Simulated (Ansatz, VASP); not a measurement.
# One calculation of CuCl, two programs

```
Cu Cl
1.0
     0.00000    2.71000    2.71000
     2.71000    0.00000    2.71000
     2.71000    2.71000    0.00000
Cu Cl
1 1
Direct
  0.00000 0.00000 0.00000
  0.25000 0.25000 0.25000
```

Alike in both runs: task single point; functional PBE; k mesh 6 × 6 × 6; occupations fermi-dirac, width 0.02 eV; no spin polarisation.

|  | VASP | Ansatz |
| --- | --- | --- |
| version | VASP 6.6.1 | Ansatz 0.2.0 development build |
| potentials or method | VASP PAW PBE potentials, release 64 (Cu, Cl) | plane waves, PAW datasets (generated hard set |
| plane-wave cutoff (eV) | 600 | 700 |
| valence electrons in the cell | 18 | 26 |

```tsv
	VASP	Ansatz	Ansatz less VASP
gap on the k mesh at the Fermi level (eV)	0.54	0.53	-0.005
```

VASP's potentials hold 18 valence electrons a cell and Ansatz's 26, so a difference there can come from the potentials and not from the codes.
